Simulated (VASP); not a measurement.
Al3GaSb4, 8 atoms in the cell. The structure is tetragonal, space group I-42m (No. 121). The conventional cell has a = 5.963 Å, b = 5.963 Å, c = 11.926 Å, α = 90.00°, β = 90.00°, γ = 90.00°. Al (site symmetry -42m) has 4 Sb at 2.58 Å within 3.4 Å. Al (site symmetry -4) has 4 Sb at 2.58 Å within 3.4 Å. Ga (site symmetry -42m) has 4 Sb at 2.58 Å within 3.4 Å. Within 3.4 Å of Sb (site symmetry m) lie 1 Ga at 2.58 Å and 3 Al at 2.58 Å. 

```yaml
Program: VASP 6.6.1
Task: relaxation of shape and atoms at fixed volume
Functional: PBE
Potentials_or_basis: VASP PAW PBE potentials, release 64 (Al, Ga_d, Sb)
Cutoff: 600 eV
k_mesh: 6 × 6 × 6
Occupations: gaussian, width 0.02 eV
Spin: no spin polarisation
Dipole_correction: no
Further_INCAR_settings: ALGO = Normal; EDIFF = 1e-07; IBRION = 2; EDIFFG = -0.01; NSW = 50; ISIF = 4
```

Potentials or basis: VASP PAW PBE potentials, release 64 (Al, Ga_d, Sb).

The run is started by

```console
$ cat potpaw_PBE.64/Al/POTCAR potpaw_PBE.64/Ga_d/POTCAR potpaw_PBE.64/Sb/POTCAR > POTCAR
$ mpirun -np 1 vasp_std > vasp.out
```

Hardware: 1 thread of Intel(R) Xeon(R) 6975P-C (Granite Rapids) (shared host).

Estimate the wall time of this run.

Run time: 4.1 min on 1 thread of Intel(R) Xeon(R) 6975P-C (Granite Rapids), with other jobs on the host, peak memory 0.65 GiB. Counts: scf iterations 23, k points 30, ion steps 3.
